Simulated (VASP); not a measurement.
A run of VASP 6.6.1 is set up as follows.

The input INCAR:

```
  PREC = Accurate
  ENCUT = 520
  EDIFF = 1E-6
  ISMEAR = 0
  SIGMA = 0.1
  LREAL = Auto
  LASPH = T
  NELM = 100
  ALGO = Normal
  ISIF = 2
  LWAVE = F
  LCHARG = F
  GGA = PE
  NBANDS = 63
  ISYM = 0
```

KPOINTS

```
Automatic mesh
0
Gamma
  2 2 2
  0.5 0.5 0.5
```

The input POSCAR:

```
SiO2
1.0
    0.0000000000      3.5600000000     -3.5600000000
    7.1200000000      0.0000000000      0.0000000000
   -3.5600000000     -7.1200000000     -3.5600000000
Si O
6 12
Direct
    0.0000000000      0.5000000000      0.0000000000
    0.3333333333      0.8333333333      0.6666666667
    0.6666666667      0.1666666667      0.3333333333
    0.8333333333      0.5833333333      0.6666666667
    0.1666666667      0.9166666667      0.3333333333
    0.5000000000      0.2500000000      0.0000000000
    0.9166666667      0.5416666667      0.8333333333
    0.2500000000      0.8750000000      0.5000000000
    0.5833333333      0.2083333333      0.1666666667
    0.0833333333      0.7083333333      0.1666666667
    0.4166666667      0.0416666667      0.8333333333
    0.7500000000      0.3750000000      0.5000000000
    0.7500000000      0.3750000000      0.0000000000
    0.0833333333      0.7083333333      0.6666666667
    0.4166666667      0.0416666667      0.3333333333
    0.2500000000      0.3750000000      0.0000000000
    0.5833333333      0.7083333333      0.6666666667
    0.9166666667      0.0416666667      0.3333333333
```

Potentials or basis: VASP PAW PBE potentials, release 64 (Si, O).

Run with:

```console
$ cat potpaw_PBE.64/Si/POTCAR potpaw_PBE.64/O/POTCAR > POTCAR
$ mpirun -np 1 vasp_std > vasp.out
```

Task: Predict the pressure.

Result: 26.9 GPa.

Task: Estimate the band gap on the k mesh.

Result: 6.48 eV.

Caveat: the k points lie up to 0.66 Å⁻¹ apart. A k mesh can miss the band edges.
